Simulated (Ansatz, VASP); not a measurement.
Te: VASP beside Ansatz

File INCAR:

```
  PREC = Accurate
  ENCUT = 520
  EDIFF = 1E-6
  ISMEAR = -1
  SIGMA = 0.05
  LREAL = False
  LASPH = True
  NELM = 60
  ALGO = Normal
  ISIF = 2
  LWAVE = False
  LCHARG = False
  NBANDS = 16
```

The input KPOINTS:

```
regular mesh
0
Gamma
  7 7 5
```

The input POSCAR:

```
Te
1.0
    4.2966332825      0.0000000000      0.0000000000
   -2.1483166412      3.7209935734      0.0000000000
    0.0000000000      0.0000000000      5.9041060663
Te
3
Direct
    0.2855404168      1.0000000000      0.3333333333
    1.0000000000      0.2855404168      0.6666666667
    0.7144595832      0.7144595832      1.0000000000
```

Input for Ansatz:

```yaml
crystal:
  lattice:
    - [4.2966332825, 0.0, 0.0]
    - [-2.1483166412, 3.7209935734, 0.0]
    - [0.0, 0.0, 5.9041060663]
  atoms:
    - { symbol: Te, position: [0.2855404168, 1.0, 0.3333333333] }
    - { symbol: Te, position: [1.0, 0.2855404168, 0.6666666667] }
    - { symbol: Te, position: [0.7144595832, 0.7144595832, 1.0] }
hamiltonian:
  xc: lda
  pseudopotentials:
    kind: paw
    azcp:
      Te: "pseudopotentials/Te.paw.azcp"
basis:
  ecutwfc: 420
  fft_grid_basis: typed
kpoints:
  mp_grid: { grid: [7, 7, 5], shift: [0, 0, 0] }
magnetization:
  spin_polarized: false
scf:
  occupations: { method: fermi_dirac, width: 0.05 }
  lower_state_search: "off"
output:
  stress: true
```

Alike in both runs: task single point; functional LDA; k mesh 7 × 7 × 5; occupations fermi-dirac, width 0.05 eV; no spin polarisation.

|  | VASP | Ansatz |
| --- | --- | --- |
| version | VASP 6.6.1 | Ansatz 0.2.0 |
| potentials or method | VASP PAW LDA potentials, release 64 (Te), cutoff 520 eV | plane waves (420 eV) with PAW, scalar-relativistic |
| valence electrons in the cell | 18 | 48 |

VASP gave:

* pressure (GPa): 0.0
* traceless stress, the component that is largest in VASP (GPa): 0.16

Task: Estimate Ansatz's values.

Result: Pressure (GPa): -0.1; traceless stress, the component that is largest in VASP (GPa): 0.09.

Ansatz warns that its potentials were made for another functional, while VASP's fit it. LDA's correlation is that of Perdew and Zunger in VASP and of Perdew and Wang (1992) in Ansatz. VASP's potentials hold 18 valence electrons a cell and Ansatz's 48, so a difference there can come from the potentials and not from the codes.

Spin-orbit coupling is off throughout.
